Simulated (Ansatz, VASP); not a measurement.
**SnPdS4: VASP beside Ansatz**

```xyz
6
Lattice="4.1053 -4.0908 0.0000 4.1053 4.0908 0.0000 0.0000 0.0000 3.8460" Properties=species:S:1:pos:R:3 pbc="T T T"
Sn    0.0000    0.0000    0.0000
Pd    4.1053    0.0000    1.9230
S     1.6581    0.0000    1.9230
S     4.1053   -1.4417    0.0000
S     4.1053    1.4417    0.0000
S     6.5525    0.0000    1.9230
```

Change from the starting cell: species swapped into the SrCaI4 type (Cmmm, No. 65).

Alike in both runs: functional PBE; k mesh 4 × 4 × 4; occupations gaussian, width 0.1 eV; collinear spin.

Ansatz relaxed the structure, and its values are those at the end. VASP's run is a single point on that final structure, the one shown.

|  | VASP | Ansatz |
| --- | --- | --- |
| version | VASP 6.6.1 | Ansatz 0.2.0 |
| potentials or method | VASP PAW PBE potentials, release 64 (Sn_d, Pd, S), cutoff 520 eV | scalar-relativistic, plane waves, PAW |
| valence electrons in the cell | 48 | 56 |

```tsv
	VASP	Ansatz	Ansatz less VASP
gap on the k mesh at the Fermi level (eV)	none	none	-
pressure (GPa)	-0.1	0.1	+0.14
rms of the force components (eV/Å)	0.003	0.005	+0.0015
net moment per atom (μB)	0.00	0.00	0.000
```

A gap of «none» marks a metal or a gap that the smearing closes. The functional is the same, so the differences come from potentials, cutoffs and numerics. VASP's potentials hold 48 valence electrons a cell and Ansatz's 56, so a difference there can come from the potentials and not from the codes. Ansatz's warnings: seeded moment not kept.

The k mesh is coarse, so the values compare programs but aren't converged.
